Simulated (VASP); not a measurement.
# P2C (R-3m) in VASP: single point with PBE

Aim: the single point of P2C with PBE.

Everything below comes from runs of VASP 6.6.1. Logs are shortened: lines on timing, memory, paths and dates and some standing lists are left out, and cuts for length are marked.

## (1) The cell of the first run

It takes space group R-3m (No. 166, trigonal). Conventional cell: a = 3.800 Å, b = 3.800 Å, c = 15.679 Å, α = 90.00°, β = 90.00°, γ = 120.00°. Within 3.2 Å of P (site symmetry 3m) lie 3 P at 2.39 Å and 4 C at 3.07 to 3.09 Å. C (site symmetry -3m) has 8 P at 3.07 to 3.09 Å and 6 C at 3.80 Å within 4.0 Å.

The cell was built from a structure type or drawn by symmetry, and may not be a known phase.

## (2) Single point, PBE

INCAR reads:

```
SYSTEM = P2C
PREC = Accurate ; ENCUT = 600
EDIFF = 1E-6 ; ISMEAR = 0
SIGMA = 0.1 ; LREAL = .False.
LASPH = .True. ; NELM = 120
ALGO = Normal ; ISIF = 2
LWAVE = .False. ; LCHARG = .False.
GGA = PE ; NBANDS = 14
GGA_COMPAT = .False.
```

KPOINTS reads:

```
Automatic mesh
0
Gamma
  6 6 6
  0 0 0
```

POSCAR reads:

```
P2C
1.0
    1.9001923400      1.0970765600      5.2264240100
   -1.9001923400      1.0970765600      5.2264240100
    0.0000000000     -2.1941531200      5.2264240100
P C
2 1
Direct
    0.8031604300      0.8031604300      0.8031604300
    0.1968395700      0.1968395700      0.1968395700
    0.0000000000      0.0000000000      0.0000000000
```

Potentials or basis: VASP PAW PBE potentials, release 64 (P, C).

Started as:

```sh
cat potpaw_PBE.64/P/POTCAR potpaw_PBE.64/C/POTCAR > POTCAR
mpirun -np 1 vasp_std > vasp.out
```

OUTCAR:

```text
SYSTEM = P2C
   PREC = Accurate
   ENCUT = 600
   EDIFF = 1E-6
   ISMEAR = 0
   LREAL = .False.
   LASPH = .True.
   NELM = 120
   ISIF = 2
   GGA = PE

 ion  position               nearest neighbor table
   1  0.803  0.803  0.803-   2 2.39   2 2.39   2 2.39
   2  0.197  0.197  0.197-   1 2.39   1 2.39   1 2.39
   3  0.000  0.000  0.000-

  LATTYP: Found a trigonal (rhomboedric) cell.
 ALAT       =     5.6683168436
 COS(alpha) =     0.7752411062

  Lattice vectors:

 A1 = (   1.9001923400,   1.0970765600,   5.2264240100)
 A2 = (  -1.9001923400,   1.0970765600,   5.2264240100)
 A3 = (   0.0000000000,  -2.1941531200,   5.2264240100)

Analysis of symmetry for initial positions (statically):
=====================================================================
 Subroutine PRICEL returns:
 Original cell was already a primitive cell.

 Routine SETGRP: Setting up the symmetry group for a
 trigonal (rhombohedral) supercell.

 Subroutine GETGRP returns: Found 12 space group operations
 (whereof 12 operations were pure point group operations)
 out of a pool of 12 trial point group operations.

The static configuration has the point symmetry D_3d.

Analysis of symmetry for dynamics (positions and initial velocities):
=====================================================================
 Subroutine PRICEL returns:
 Original cell was already a primitive cell.

 Routine SETGRP: Setting up the symmetry group for a
 trigonal (rhombohedral) supercell.

 Subroutine GETGRP returns: Found 12 space group operations
 (whereof 12 operations were pure point group operations)
 out of a pool of 12 trial point group operations.

The dynamic configuration has the point symmetry D_3d.

 Subroutine INISYM returns: Found 12 space group operations
 (whereof 12 operations are pure point group operations),
 and found     1 'primitive' translations

----------------------------------------------------------------------------------------

                                     Primitive cell

  volume of cell :      65.3718

  direct lattice vectors                    reciprocal lattice vectors
     1.900192340  1.097076560  5.226424010     0.263131258  0.151918902  0.063778471
    -1.900192340  1.097076560  5.226424010    -0.263131258  0.151918902  0.063778471
     0.000000000 -2.194153120  5.226424010     0.000000000 -0.303837804  0.063778471

  length of vectors
     5.668316844  5.668316844  5.668316844     0.310459506  0.310459506  0.310459506

  position of ions in fractional coordinates (direct lattice)
     0.803160430  0.803160430  0.803160430
     0.196839570  0.196839570  0.196839570
[... 93 lines left out ...]
   EFERMI =   0.00;   METHOD = LEGACY
   ISMEAR =     0;   SIGMA  =   0.10  broadening in eV -4-tet -1-fermi 0-gaus
   EFERMI_NEDOS =   21; number of points for ismear=-14 and -15
   IALGO  =     38    algorithm
   IMIX   =      4    mixing-type and parameters
     AMIX     =   0.40;   BMIX     =  1.00
     AMIX_MAG =   1.60;   BMIX_MAG =  1.00
  volume/ion in A,a.u.               =      21.79       147.05
  Fermi-wavevector in a.u.,A,eV,Ry     =   0.979462  1.850914 13.052679  0.959345
  Thomas-Fermi vector in A             =   2.110316
   LORBIT       =      0    0 simple, 1 ext, 2 COOP (PROOUT), +10 PAW based schemes
   GGA     = PE    functional components
   LHFCALC =     F    Hartree Fock is set to
   AEXX    =    0.0000 exact exchange contribution
   IVDW    =     0    specifies the selected vdW correction
   LEPSILON=     F    determine dielectric tensor
   LRPA    =     F    only Hartree local field effects (RPA)
 non-spin polarized calculation
 Gauss-broadening in eV      SIGMA  =   0.10
  energy-cutoff  :      600.00
  volume of cell :       65.37
 maximum number of plane-waves:      2214
 NGX is ok and might be reduce to    48
   NGX = 23   NGY = 23   NGZ = 23

 number of electron      14.0000000 magnetization

 Free energy of the ion-electron system (eV)
  ---------------------------------------------------
  ext. energy  EPLUGINS =         0.00000000
  ---------------------------------------------------
  free energy    TOTEN  =       -12.36539834 eV

  energy without entropy =      -12.35153178  energy(sigma->0) =      -12.35846506

 E-fermi :   2.9000     XC(G=0):  -8.8431

 val. band max:        2.8940203085   @ k =   0.5000   0.3333   0.1667
 cond. band min:       2.9173664893   @ k =   0.5000   0.1667   0.1667
 fundamental gap:      0.0233461809
 Fermi energy:         2.8999828396

 k-point     1 :       0.0000    0.0000    0.0000
  band No.  band energies     occupation
      1     -10.9341      2.00000
      2      -5.6581      2.00000
      3      -3.6315      2.00000
      4       0.0331      2.00000
      5       0.0331      2.00000
      6       0.8487      2.00000
      7       3.4444      0.00000
      8       3.4611      0.00000
      9       3.4611      0.00000
     10       4.4017      0.00000
     11       4.4017      0.00000
     12       5.6399      0.00000
     13      10.9725      0.00000
     14      11.5619      0.00000
[... 377 lines left out ...]
      1      -8.8854      2.00000
      2      -6.7683      2.00000
      3      -5.6916      2.00000
      4      -2.1723      2.00000
      5      -0.1378      2.00000
      6       0.6170      2.00000
      7       2.6877      1.99731
      8       3.0510      0.03274
      9       3.9031      0.00000
     10       4.6140      0.00000
     11       6.3292      0.00000
     12       7.1590      0.00000
     13      10.1352      0.00000
     14      11.6593      0.00000

 [... further k-points ...]

------------------------ aborting loop because EDIFF is reached ----------------------------------------

  FORCE on cell =-STRESS in cart. coord.  units (eV):
  Direction    XX          YY          ZZ          XY          YZ          ZX
  --------------------------------------------------------------------------------------
  -------------------------------------------------------------------------------------
  Total       -4.7364775     -4.7364775     -4.7521783      0.0000000      0.0000000      0.0000000
  in kB     -116.0848844   -116.0848847   -116.4696889      0.0000000      0.0000000      0.0000000
  external PRESSURE =    -116.2131527 kB  Pullay stress =       0.0000000 kB

 VOLUME and BASIS-vectors are now :
 -----------------------------------------------------------------------------
  energy-cutoff  :      600.00
  volume of cell :       65.37
      direct lattice vectors                 reciprocal lattice vectors
     1.900192340  1.097076560  5.226424010     0.263131258  0.151918902  0.063778471
    -1.900192340  1.097076560  5.226424010    -0.263131258  0.151918902  0.063778471
     0.000000000 -2.194153120  5.226424010     0.000000000 -0.303837804  0.063778471

 POSITION                                       TOTAL-FORCE (eV/Angst)
 -----------------------------------------------------------------------------------
      0.00000      0.00000     12.59297        -0.000000      0.000000     -0.767637
      0.00000      0.00000      3.08630        -0.000000     -0.000000      0.767637
      0.00000      0.00000      0.00000         0.000000      0.000000      0.000000
 -----------------------------------------------------------------------------------
    total drift:                                0.000000      0.000000     -0.000000

  FREE ENERGIE OF THE ION-ELECTRON SYSTEM (eV)
  ---------------------------------------------------
  free  energy   TOTEN  =       -12.3653983398 eV

  energy  without entropy=      -12.3515317819  energy(sigma->0) =      -12.35846506
```

stdout:

```text
POSCAR found type information on POSCAR P C
 POSCAR found :  2 types and       3 ions
 scaLAPACK will be used
 LDA part: xc-table for (Slater+PW92), standard interpolation
 POSCAR, INCAR and KPOINTS ok, starting setup
 FFT: planning ... GRIDC
 FFT: planning ... GRID_SOFT
 FFT: planning ... GRID
 WAVECAR not read
 entering main loop
```

Run time: 29 s. Hardware: 1 thread of Intel Xeon 6975P-C (Granite Rapids), shared host; peak memory 0.29 GiB.

What came out:

```yaml
Free_energy: -12.3654 eV
Pressure: -11.6 GPa
Largest_force: 0.768 eV/Å
Band_gap_on_the_k_mesh: zero (bands 7 and 8 overlap by 0.75 eV)
```

Forces on the atoms (eV/Å):
```
P    0.000  0.000 -0.768
P    0.000  0.000  0.768
C    0.000  0.000  0.000
```

Caveat: the cell stands under tension.
